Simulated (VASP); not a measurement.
# Cu (Fd-3m) in VASP: further runs

The runs below take Cu through single point, relaxation of cell and atoms, with PBEsol.

Program: VASP 6.6.1. These are calculated values, not measurements. Logs are shortened: lines on timing, memory, paths and dates and some standing lists are left out, and cuts for length are marked.

### 1 The cell of the first run

Symmetry: Fd-3m, No. 227, cubic system. The conventional cell has a = 4.825 Å, b = 4.825 Å, c = 4.825 Å, α = 90.00°, β = 90.00°, γ = 90.00°. Cu (site symmetry -43m) has 4 Cu at 2.09 Å within 2.8 Å.

This isn't the form of Cu at room conditions, which is fcc.

### 2 Single point, PBEsol

INCAR

```
PREC = Accurate
ENCUT = 600
EDIFF = 1E-6
ISMEAR = -1
SIGMA = 0.05
LREAL = F
LASPH = T
NELM = 120
ALGO = Normal
ISIF = 2
LWAVE = F
LCHARG = F
GGA = PS
NBANDS = 18
GGA_COMPAT = F
```

KPOINTS

```
Automatic mesh
0
Gamma
  15 15 15
```

POSCAR

```
Cu
1.0
    0.0000000000      2.4123321894      2.4123321894
    2.4123321894      0.0000000000      2.4123321894
    2.4123321894      2.4123321894      0.0000000000
Cu
2
Direct
    1.0000000000      1.0000000000      1.0000000000
    0.2500000000      0.2500000000      0.2500000000
```

Potentials or basis: VASP PAW PBE potentials, release 64 (Cu).

The run is started by

```
$ cat potpaw_PBE.64/Cu/POTCAR > POTCAR
$ mpirun -np 1 vasp_std > vasp.out
```

OUTCAR:

```text
PREC = Accurate
   ENCUT = 600
   EDIFF = 1E-6
   ISMEAR = -1
   LREAL = F
   LASPH = T
   NELM = 120
   ISIF = 2
   GGA = PS

 ion  position               nearest neighbor table
   1  0.000  0.000  0.000-   2 2.09   2 2.09   2 2.09   2 2.09
   2  0.250  0.250  0.250-   1 2.09   1 2.09   1 2.09   1 2.09

  LATTYP: Found a face centered cubic cell.
 ALAT       =     4.8246643788

  Lattice vectors:

 A1 = (   0.0000000000,   2.4123321894,   2.4123321894)
 A2 = (   2.4123321894,   0.0000000000,   2.4123321894)
 A3 = (   2.4123321894,   2.4123321894,   0.0000000000)

Analysis of symmetry for initial positions (statically):
=====================================================================
 Subroutine PRICEL returns:
 Original cell was already a primitive cell.

 Routine SETGRP: Setting up the symmetry group for a
 face centered cubic supercell.

 Subroutine GETGRP returns: Found 48 space group operations
 (whereof 24 operations were pure point group operations)
 out of a pool of 48 trial point group operations.

The static configuration has the point symmetry T_d .
 The point group associated with its full space group is O_h .

Analysis of symmetry for dynamics (positions and initial velocities):
=====================================================================
 Subroutine PRICEL returns:
 Original cell was already a primitive cell.

 Routine SETGRP: Setting up the symmetry group for a
 face centered cubic supercell.

 Subroutine GETGRP returns: Found 48 space group operations
 (whereof 24 operations were pure point group operations)
 out of a pool of 48 trial point group operations.

The dynamic configuration has the point symmetry T_d .
 The point group associated with its full space group is O_h .

 Subroutine INISYM returns: Found 48 space group operations
 (whereof 24 operations are pure point group operations),
 and found     1 'primitive' translations

----------------------------------------------------------------------------------------

                                     Primitive cell

  volume of cell :      28.0764

  direct lattice vectors                    reciprocal lattice vectors
     0.000000000  2.412332189  2.412332189    -0.207268303  0.207268303  0.207268303
     2.412332189  0.000000000  2.412332189     0.207268303 -0.207268303  0.207268303
     2.412332189  2.412332189  0.000000000     0.207268303  0.207268303 -0.207268303

  length of vectors
     3.411552899  3.411552899  3.411552899     0.358999232  0.358999232  0.358999232

  position of ions in fractional coordinates (direct lattice)
     0.000000000  0.000000000  0.000000000
     0.250000000  0.250000000  0.250000000

  ion indices of the primitive-cell ions
   primitive index   ion index
                 1           1
                 2           2

----------------------------------------------------------------------------------------

 KPOINTS: Automatic mesh

Automatic generation of k-mesh.
 Grid dimensions read from file:
 generate k-points for:   15   15   15

 Generating k-lattice:

  Cartesian coordinates                     Fractional coordinates (reciprocal lattice)
    -0.013817887  0.013817887  0.013817887     0.066666667  0.000000000  0.000000000
     0.013817887 -0.013817887  0.013817887     0.000000000  0.066666667  0.000000000
     0.013817887  0.013817887 -0.013817887     0.000000000  0.000000000  0.066666667

  Length of vectors
     0.023933282  0.023933282  0.023933282

  Shift w.r.t. Gamma in fractional coordinates (k-lattice)
     0.000000000  0.000000000  0.000000000

 Subroutine IBZKPT returns following result:
 ===========================================

 Found    120 irreducible k-points:

 Following reciprocal coordinates:
            Coordinates               Weight
  0.000000  0.000000  0.000000      1.000000
  0.066667  0.000000  0.000000      8.000000
  0.133333  0.000000  0.000000      8.000000
  0.200000  0.000000  0.000000      8.000000
  0.266667  0.000000  0.000000      8.000000
  0.333333  0.000000  0.000000      8.000000
[... 16 lines left out ...]
  0.133333  0.133333  0.000000      6.000000
  0.200000  0.133333  0.000000     24.000000
 [... further k-points ...]
   k-points           NKPTS =    120   k-points in BZ     NKDIM =    120   number of bands    NBANDS=     18
   number of dos      NEDOS =    301   number of ions     NIONS =      2
   total plane-waves  NPLWV =  21952
   dimension x,y,z NGX =    28 NGY =   28 NGZ =   28
   dimension x,y,z NGXF=    56 NGYF=   56 NGZF=   56
   ions per type =               2
   NGX,Y,Z   is equivalent  to a cutoff of  13.64, 13.64, 13.64 a.u.
   NGXF,Y,Z  is equivalent  to a cutoff of  27.29, 27.29, 27.29 a.u.
 SYSTEM =  unknown system
   PREC   = accura    normal or accurate (medium, high low for compatibility)
   ISTART =      0    job   : 0-new  1-cont  2-samecut
   ICHARG =      2    charge: 1-file 2-atom 10-const
   ISPIN  =      1    spin polarized calculation?
   LNONCOLLINEAR =      F non collinear calculations
   LSORBIT =      F    spin-orbit coupling
   LASPH  =      T    aspherical Exc in radial PAW
   ENCUT  =  600.0 eV  44.10 Ry    6.64 a.u.   6.81  6.81  6.81*2*pi/ulx,y,z
   NELM   =    120;   NELMIN=  2; NELMDL= -5     # of ELM steps
   EDIFF  = 0.1E-05   stopping-criterion for ELM
   LREAL  =      F    real-space projection
   EDIFFG = 0.1E-04   stopping-criterion for IOM
   NSW    =      0    number of steps for IOM
   IBRION =     -1    ionic relax: 0-MD 1-quasi-New 2-CG
   NFREE  =      0    steps in history (QN), initial steepest desc. (CG)
   ISIF   =      2    stress and relaxation
   ISYM   =      2    0-nonsym 1-usesym 2-fastsym
   POTIM  = 0.5000    time-step for ionic-motion
   TEBEG  =    0.0;   TEEND  =   0.0 temperature during run
   PSTRESS=    0.0 pullay stress
   NELECT =      22.0000    total number of electrons
   NUPDOWN=      -1.0000    fix difference up-down
   EMIN   =  10.00;   EMAX   =-10.00  energy-range for DOS
   EFERMI =   0.00;   METHOD = LEGACY
   ISMEAR =    -1;   SIGMA  =   0.05  broadening in eV -4-tet -1-fermi 0-gaus
   EFERMI_NEDOS =   21; number of points for ismear=-14 and -15
   IALGO  =     38    algorithm
   IMIX   =      4    mixing-type and parameters
     AMIX     =   0.40;   BMIX     =  1.00
     AMIX_MAG =   1.60;   BMIX_MAG =  1.00
  volume/ion in A,a.u.               =      14.04        94.73
  Fermi-wavevector in a.u.,A,eV,Ry     =   1.509276  2.852118 30.992895  2.277913
  Thomas-Fermi vector in A             =   2.619619
   LORBIT       =      0    0 simple, 1 ext, 2 COOP (PROOUT), +10 PAW based schemes
   GGA     = PS    functional components
   LHFCALC =     F    Hartree Fock is set to
   AEXX    =    0.0000 exact exchange contribution
   IVDW    =     0    specifies the selected vdW correction
   LEPSILON=     F    determine dielectric tensor
   LRPA    =     F    only Hartree local field effects (RPA)
 non-spin polarized calculation
  energy-cutoff  :      600.00
  volume of cell :       28.08
 maximum number of plane-waves:       952
   NGX = 13   NGY = 13   NGZ = 13

 number of electron      21.9999991 magnetization

 Free energy of the ion-electron system (eV)
  ---------------------------------------------------
  ext. energy  EPLUGINS =         0.00000000
  ---------------------------------------------------
  free energy    TOTEN  =        -5.65694258 eV

  energy without entropy =       -5.65135095  energy(sigma->0) =       -5.65414676

 E-fermi :   5.5466     XC(G=0): -11.6653

 val. band max:        5.5189760925   @ k =  -0.4000   0.4000   0.0667
 cond. band min:       5.5878995153   @ k =  -0.4000   0.2667   0.0000
 fundamental gap:      0.0689234228
 Fermi energy:         5.5466060218

 k-point     1 :       0.0000    0.0000    0.0000
  band No.  band energies     occupation
      1      -2.6474      2.00000
      2       1.3159      2.00000
      3       1.3159      2.00000
      4       1.3621      2.00000
      5       1.3621      2.00000
      6       1.3621      2.00000
[... 10 lines left out ...]
     17      18.2133      0.00000
     18      20.8915      0.00000

 k-point     2 :       0.0667    0.0000    0.0000
  band No.  band energies     occupation
      1      -2.5584      2.00000
      2       1.2362      2.00000
      3       1.2362      2.00000
      4       1.3658      2.00000
      5       1.4597      2.00000
      6       1.4597      2.00000
[... 10 lines left out ...]
     17      19.0952      0.00000
     18      21.0068      0.00000

 k-point     3 :       0.1333    0.0000    0.0000
  band No.  band energies     occupation
      1      -2.2946      2.00000
      2       1.1668      2.00000
      3       1.1668      2.00000
      4       1.3791      2.00000
      5       1.5753      2.00000
      6       1.5753      2.00000
[... 10 lines left out ...]
     17      19.8140      0.00000
     18      21.0677      0.00000

 k-point     4 :       0.2000    0.0000    0.0000
  band No.  band energies     occupation
      1      -1.8667      2.00000
      2       1.1327      2.00000
      3       1.1327      2.00000
      4       1.4068      2.00000
      5       1.6624      2.00000
      6       1.6624      2.00000
[... 375 lines left out ...]
      4       1.3747      2.00000
      5       1.4846      2.00000
      6       1.5753      2.00000
[... 10 lines left out ...]
     17      19.7652      0.00000
     18      20.9264      0.00000

 k-point    23 :       0.1333    0.1333    0.0000
  band No.  band energies     occupation
      1      -2.1756      2.00000
      2       0.9926      2.00000
      3       1.3867      2.00000
      4       1.3867      2.00000
      5       1.4429      2.00000
      6       1.7160      2.00000
[... 10 lines left out ...]
     17      21.8197      0.00000
     18      21.8197      0.00000

 k-point    24 :       0.2000    0.1333    0.0000
  band No.  band energies     occupation
      1      -1.8587      2.00000
      2       0.9292      2.00000
      3       1.3623      2.00000
      4       1.3987      2.00000
      5       1.5422      2.00000
      6       1.8119      2.00000
[... 10 lines left out ...]
     17      22.1675      0.00000
     18      22.6455      0.00000

 [... further k-points ...]

------------------------ aborting loop because EDIFF is reached ----------------------------------------

  FORCE on cell =-STRESS in cart. coord.  units (eV):
  Direction    XX          YY          ZZ          XY          YZ          ZX
  --------------------------------------------------------------------------------------
  -------------------------------------------------------------------------------------
  Total        5.2963194      5.2963194      5.2963194      0.0000000      0.0000000      0.0000000
  in kB      302.2340720    302.2340720    302.2340720      0.0000000      0.0000000      0.0000000
  external PRESSURE =     302.2340720 kB  Pullay stress =       0.0000000 kB

 VOLUME and BASIS-vectors are now :
 -----------------------------------------------------------------------------
  energy-cutoff  :      600.00
  volume of cell :       28.08
      direct lattice vectors                 reciprocal lattice vectors
     0.000000000  2.412332189  2.412332189    -0.207268303  0.207268303  0.207268303
     2.412332189  0.000000000  2.412332189     0.207268303 -0.207268303  0.207268303
     2.412332189  2.412332189  0.000000000     0.207268303  0.207268303 -0.207268303

 POSITION                                       TOTAL-FORCE (eV/Angst)
 -----------------------------------------------------------------------------------
      0.00000      0.00000      0.00000        -0.000000     -0.000000     -0.000000
      1.20617      1.20617      1.20617         0.000000      0.000000      0.000000
 -----------------------------------------------------------------------------------
    total drift:                                0.000000      0.000000      0.000000

  FREE ENERGIE OF THE ION-ELECTRON SYSTEM (eV)
  ---------------------------------------------------
  free  energy   TOTEN  =        -5.6569425784 eV

  energy  without entropy=       -5.6513509496  energy(sigma->0) =       -5.65414676
```

Wall time 62 s (1 thread of Intel Xeon Platinum 8259CL at 2.50GHz (Skylake/Cascade Lake), shared host); peak memory 0.19 GiB.

Results:

| Quantity | Value |
| --- | --- |
| Free energy | -5.6569 eV |
| Pressure | 30.2 GPa |
| Band gap on the k mesh | zero (bands 11 and 12 overlap by 0.90 eV) |

Caveat: the cell stands under pressure; the PAW data sets were made with another functional, which shifts forces and pressure a little.

### 3 Single point, PBEsol

This run uses another cell than the first one, of 14.86 Å³/atom.

INCAR

```
SYSTEM = Cu
ALGO = Normal
EDIFF = 1E-6
ENCUT = 600
GGA = PS
GGA_COMPAT = .False.
ISIF = 2
ISMEAR = -1
LASPH = .True.
LCHARG = .True.
LELF = .True.
LREAL = .False.
LVHAR = .True.
LWAVE = .False.
NBANDS = 18
NELM = 120
PREC = Accurate
SIGMA = 0.05
```

KPOINTS

```
k-points
0
Gamma
  15 15 15
  0 0 0
```

POSCAR

```
Cu
1.0
    0.0000000000      2.4584697851      2.4584697851
    2.4584697851      0.0000000000      2.4584697851
    2.4584697851      2.4584697851      0.0000000000
Cu
2
Direct
    1.0000000000      1.0000000000      1.0000000000
    0.2500000000      0.2500000000      0.2500000000
```

Potentials or basis: VASP PAW PBE potentials, release 64 (Cu).

The run is started by

```
$ cat potpaw_PBE.64/Cu/POTCAR > POTCAR
$ mpirun -np 1 vasp_std > vasp.out
```

OUTCAR:

```text
SYSTEM = Cu
   EDIFF = 1E-6
   ENCUT = 600
   GGA = PS
   ISIF = 2
   ISMEAR = -1
   LASPH = .True.
   LREAL = .False.
   NELM = 120
   PREC = Accurate

 ion  position               nearest neighbor table
   1  0.000  0.000  0.000-   2 2.13   2 2.13   2 2.13   2 2.13
   2  0.250  0.250  0.250-   1 2.13   1 2.13   1 2.13   1 2.13

  LATTYP: Found a face centered cubic cell.
 ALAT       =     4.9169395702

  Lattice vectors:

 A1 = (   0.0000000000,   2.4584697851,   2.4584697851)
 A2 = (   2.4584697851,   0.0000000000,   2.4584697851)
 A3 = (   2.4584697851,   2.4584697851,   0.0000000000)

Analysis of symmetry for initial positions (statically):
=====================================================================
 Subroutine PRICEL returns:
 Original cell was already a primitive cell.

 Routine SETGRP: Setting up the symmetry group for a
 face centered cubic supercell.

 Subroutine GETGRP returns: Found 48 space group operations
 (whereof 24 operations were pure point group operations)
 out of a pool of 48 trial point group operations.

The static configuration has the point symmetry T_d .
 The point group associated with its full space group is O_h .

Analysis of symmetry for dynamics (positions and initial velocities):
=====================================================================
 Subroutine PRICEL returns:
 Original cell was already a primitive cell.

 Routine SETGRP: Setting up the symmetry group for a
 face centered cubic supercell.

 Subroutine GETGRP returns: Found 48 space group operations
 (whereof 24 operations were pure point group operations)
 out of a pool of 48 trial point group operations.

The dynamic configuration has the point symmetry T_d .
 The point group associated with its full space group is O_h .

 Subroutine INISYM returns: Found 48 space group operations
 (whereof 24 operations are pure point group operations),
 and found     1 'primitive' translations

[... 110 lines left out ...]
   EFERMI_NEDOS =   21; number of points for ismear=-14 and -15
   IALGO  =     38    algorithm
   IMIX   =      4    mixing-type and parameters
     AMIX     =   0.40;   BMIX     =  1.00
     AMIX_MAG =   1.60;   BMIX_MAG =  1.00
  volume/ion in A,a.u.               =      14.86       100.27
  Fermi-wavevector in a.u.,A,eV,Ry     =   1.480952  2.798593 29.840536  2.193217
  Thomas-Fermi vector in A             =   2.594922
   LORBIT       =      0    0 simple, 1 ext, 2 COOP (PROOUT), +10 PAW based schemes
   GGA     = PS    functional components
   LHFCALC =     F    Hartree Fock is set to
   AEXX    =    0.0000 exact exchange contribution
   IVDW    =     0    specifies the selected vdW correction
   LEPSILON=     F    determine dielectric tensor
   LRPA    =     F    only Hartree local field effects (RPA)
 non-spin polarized calculation
  energy-cutoff  :      600.00
  volume of cell :       29.72
 maximum number of plane-waves:      1008
   NGX = 13   NGY = 13   NGZ = 13

 number of electron      21.9999989 magnetization

 Free energy of the ion-electron system (eV)
  ---------------------------------------------------
  ext. energy  EPLUGINS =         0.00000000
  ---------------------------------------------------
  free energy    TOTEN  =        -5.91532739 eV

  energy without entropy =       -5.90972256  energy(sigma->0) =       -5.91252498

 E-fermi :   4.9185     XC(G=0): -11.3589

 val. band max:        4.8962919305   @ k =  -0.4000   0.4000   0.0667
 cond. band min:       4.9616272484   @ k =  -0.4000   0.2667   0.0000
 fundamental gap:      0.0653353179
 Fermi energy:         4.9184971718

 k-point     1 :       0.0000    0.0000    0.0000
  band No.  band energies     occupation
      1      -2.8827      2.00000
      2       0.9746      2.00000
      3       0.9746      2.00000
      4       0.9992      2.00000
      5       0.9992      2.00000
      6       0.9992      2.00000
[... 481 lines left out ...]
      5       1.1798      2.00000
      6       1.4176      2.00000
[... 10 lines left out ...]
     17      20.9301      0.00000
     18      21.3633      0.00000

 [... further k-points ...]

------------------------ aborting loop because EDIFF is reached ----------------------------------------

  FORCE on cell =-STRESS in cart. coord.  units (eV):
  Direction    XX          YY          ZZ          XY          YZ          ZX
  --------------------------------------------------------------------------------------
  -------------------------------------------------------------------------------------
  Total        3.7504624      3.7504624      3.7504624      0.0000000      0.0000000      0.0000000
  in kB      202.1951703    202.1951703    202.1951703      0.0000000      0.0000000      0.0000000
  external PRESSURE =     202.1951703 kB  Pullay stress =       0.0000000 kB

 VOLUME and BASIS-vectors are now :
 -----------------------------------------------------------------------------
  energy-cutoff  :      600.00
  volume of cell :       29.72
      direct lattice vectors                 reciprocal lattice vectors
     0.000000000  2.458469785  2.458469785    -0.203378542  0.203378542  0.203378542
     2.458469785  0.000000000  2.458469785     0.203378542 -0.203378542  0.203378542
     2.458469785  2.458469785  0.000000000     0.203378542  0.203378542 -0.203378542

 POSITION                                       TOTAL-FORCE (eV/Angst)
 -----------------------------------------------------------------------------------
      0.00000      0.00000      0.00000        -0.000000     -0.000000     -0.000000
      1.22923      1.22923      1.22923         0.000000      0.000000      0.000000
 -----------------------------------------------------------------------------------
    total drift:                                0.000000      0.000000      0.000000

  FREE ENERGIE OF THE ION-ELECTRON SYSTEM (eV)
  ---------------------------------------------------
  free  energy   TOTEN  =        -5.9153273900 eV

  energy  without entropy=       -5.9097225635  energy(sigma->0) =       -5.91252498
```

Wall time 67 s (1 thread of Intel Xeon Platinum 8259CL at 2.50GHz (Skylake/Cascade Lake), shared host); peak memory 0.2 GiB.

Results:

| Property | Result |
| --- | --- |
| Free energy | -5.9153 eV |
| Pressure | 20.2 GPa |
| Band gap on the k mesh | zero (bands 11 and 12 overlap by 0.87 eV) |

Caveat: the cell stands under pressure; the PAW data sets were made with another functional, which shifts forces and pressure a little.

(Continued in part 2 of 2.)
